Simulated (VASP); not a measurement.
Wanted: the native input for a VASP 6.6.1 run.

| Quantity | Value |
| --- | --- |
| Task | electric field gradients |
| Functional | PBE |
| Potentials or basis | VASP PAW PBE potentials, release 64 (Mg, O) |
| Cutoff | 520 eV |
| k mesh | 13 × 13 × 13 |
| Occupations | fermi-dirac, width 0.08 eV |
| Spin | no spin polarisation |
| Dipole correction | no |
| Further INCAR settings | ALGO = Normal; EDIFF = 1e-08; NBANDS = 11 |

The structure of MgO (zincblende type) lies in POSCAR:

```
MgO
1.0
    0.0000000000      2.3211654829      2.3211654829
    2.3211654829      0.0000000000      2.3211654829
    2.3211654829      2.3211654829      0.0000000000
Mg O
1 1
Direct
    0.0000000000      0.0000000000      0.0000000000
    0.2500000000      0.2500000000      0.2500000000
```

This cell differs from its parent crystal: volume scaled by 1.02.

The input as run:

INCAR

```
SYSTEM = MgO
PREC     = Accurate       ! precision mode
ENCUT    = 520            ! plane-wave cutoff, eV
EDIFF    = 1E-8           ! SCF threshold, eV
ISMEAR   = -1             ! smearing method
SIGMA    = 0.08           ! smearing width, eV
LREAL    = .False.        ! projectors in reciprocal space
LASPH    = .True.         ! aspherical terms in the spheres
NELM     = 100            ! most SCF steps
ALGO     = Normal         ! electronic algorithm
ISIF     = 2              ! what is computed and relaxed
LWAVE    = .False.        ! write WAVECAR
LCHARG   = .False.        ! write CHGCAR
GGA      = PE             ! functional
LEFG     = .True.       
NBANDS   = 11             ! bands
```

KPOINTS

```
regular mesh
0
Gamma
  13 13 13
  0 0 0
```

Potentials or basis: VASP PAW PBE potentials, release 64 (Mg, O).

The run is started by

```sh
$ cat potpaw_PBE.64/Mg/POTCAR potpaw_PBE.64/O/POTCAR > POTCAR
$ mpirun -np 1 vasp_std > vasp.out
```

Results of the run:

```yaml
Pressure: -2.5 GPa
Band_gap_on_the_k_mesh: 3.36 eV, direct
```

Caveat: without QUAD_EFG the Cq values of the log hold for a quadrupole moment of 1 mb, not for the nuclei.

Run time: 7.4 s on 1 thread of Intel(R) Xeon(R) 6975P-C (Granite Rapids), on a shared host, peak memory 0.15 GiB.
